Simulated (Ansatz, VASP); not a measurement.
ZrB2 in VASP and in Ansatz

```
Zr B
1.0
     0.00000    2.74295    2.74295
     2.74295    0.00000    2.74295
     2.74295    2.74295    0.00000
Zr B
1 2
Direct
  0.00000 0.00000 0.00000
  0.25000 0.25000 0.25000
  0.75000 0.75000 0.75000
```

Alike in both runs: functional PBE; k mesh 14 × 14 × 14; occupations gaussian, width 0.1 eV; no spin polarisation.

Ansatz relaxed the structure, and its values are those at the end. VASP's run is a single point on that final structure, the one shown.

|  | VASP | Ansatz |
| --- | --- | --- |
| version | VASP 6.6.1 | Ansatz 0.2.0 |
| potentials or method | VASP PAW PBE potentials, release 64 (Zr_sv, B), cutoff 520 eV | scalar-relativistic, plane waves, PAW |
| valence electrons in the cell | 18 | 18 |

```tsv
	VASP	Ansatz	Ansatz less VASP
gap on the k mesh at the Fermi level (eV)	none	none	-
pressure (GPa)	0.1	0.0	-0.08
```

A gap of «none» marks a metal or a gap that the smearing closes.
